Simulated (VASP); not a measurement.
Runs of VASP 6.6.1 on K. The structure is that of space group Pm-3m (No. 221), or close to it. The cells are those of the table. 

```csv
task,cell,k mesh,cutoff (eV),gap on the mesh (eV),pressure (GPa)
single point,"a = 4.209 Å, 1 atom",13 × 13 × 13,520,none,-0.2
relaxation of cell and atoms,"relaxed from a = 4.255 Å, 1 atom",8 × 8 × 8,600,none,0.0
single point,"a = 4.103 Å, 1 atom",13 × 13 × 13,520,none,0.0
single point,"a = 4.157 Å, 1 atom",13 × 13 × 13,520,none,-0.1
single point,"a = 3.932 Å, 1 atom",13 × 13 × 13,520,none,0.5
single point,"a = 4.047 Å, 1 atom",13 × 13 × 13,520,none,0.1
single point,"a = 4.103 Å, 1 atom",8 × 8 × 8,520,none,0.0
single point,"a = 3.990 Å, 1 atom",13 × 13 × 13,520,none,(a)
single point,"a = 4.261 Å, 1 atom",13 × 13 × 13,520,none,(b)
```

Alike in all rows: level LDA; potentials or basis VASP PAW LDA potentials, release 64 (K_sv); no spin polarisation; smearing fermi-dirac 0.1 eV.

Question: Estimate the missing entries.

Answer: (a) 0.3; (b) -0.3.

A gap of «none» marks levels without a gap at the run's occupations.
